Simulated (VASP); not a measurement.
Sb5Se:

```
Sb Se
1.0
     3.49519    0.00000    0.00000
     0.00000    3.49519    0.00000
     0.00000    0.00000   12.98101
Sb Se
5 1
Direct
  0.50000 0.50000 0.32380
  0.50000 0.50000 0.67620
  0.00000 0.00000 0.14530
  0.00000 0.00000 0.85470
  0.00000 0.00000 0.50000
  0.50000 0.50000 0.00000
```

The cell was generated, and may not be a known phase.

| Quantity | Value |
| --- | --- |
| Program | VASP 6.6.1 |
| Task | relaxation of cell and atoms |
| Functional | PBE |
| Potentials or basis | VASP PAW PBE potentials, release 64 (Sb, Se) |
| Cutoff | 600 eV |
| k mesh | 6 × 6 × 2 |
| Occupations | gaussian, width 0.1 eV |
| Spin | no spin polarisation |

At the start: pressure -0.2 GPa; volume 26.43 Å³/atom.

Problem. Where does the relaxation end?

Solution. Over 23 steps the energy falls by 44.7 meV/atom and the volume is 26.33 Å³/atom (-0.4 %); space group P4/mmm (No. 123, to 0.1 Å) before and after.

Step by step:
```tsv
step	energy change (eV)	largest force (eV/Å)	pressure (GPa)	volume (Å³)
1	0.0000	0.0538	-0.19	158.58
2	-0.0153	0.0775	0.09	157.85
3	-0.0312	0.1715	0.92	155.96
4	-0.1092	0.2913	2.68	151.80
5	-0.1123	0.2807	2.57	151.88
6	-0.1248	0.2610	2.43	152.10
7	-0.1461	0.2990	2.21	152.50
8	-0.1752	0.3973	1.99	153.15
9	-0.1208	0.4166	1.81	153.76
10	-0.1901	0.3895	1.91	153.46
11	-0.2044	0.3603	1.38	154.59
12	-0.2210	0.3128	0.11	157.51
13	-0.2213	0.3091	-0.04	157.86
14	-0.2241	0.2965	-0.04	157.85
15	-0.2319	0.2604	-0.05	157.80
16	-0.2438	0.2022	-0.07	157.71
17	-0.2531	0.0773	0.00	157.50
18	-0.2588	0.0638	0.01	157.46
19	-0.2662	0.0764	0.10	157.30
20	-0.2663	0.0645	0.09	157.32
21	-0.2677	0.0484	-0.04	157.60
22	-0.2683	0.0322	-0.25	158.05
23	-0.2683	0.0356	-0.21	157.96
```

Final structure:
```
Sb Se
1.0
     3.76838    0.00000    0.00000
     0.00000    3.76838    0.00000
     0.00000    0.00000   11.12348
Sb Se
5 1
Direct
  0.50000 0.50000 0.32436
  0.50000 0.50000 0.67564
  0.00000 0.00000 0.16188
  0.00000 0.00000 0.83812
  0.00000 0.00000 0.50000
  0.50000 0.50000 0.00000
```

Caveat: the highest band is partly filled, so the run has too few bands.
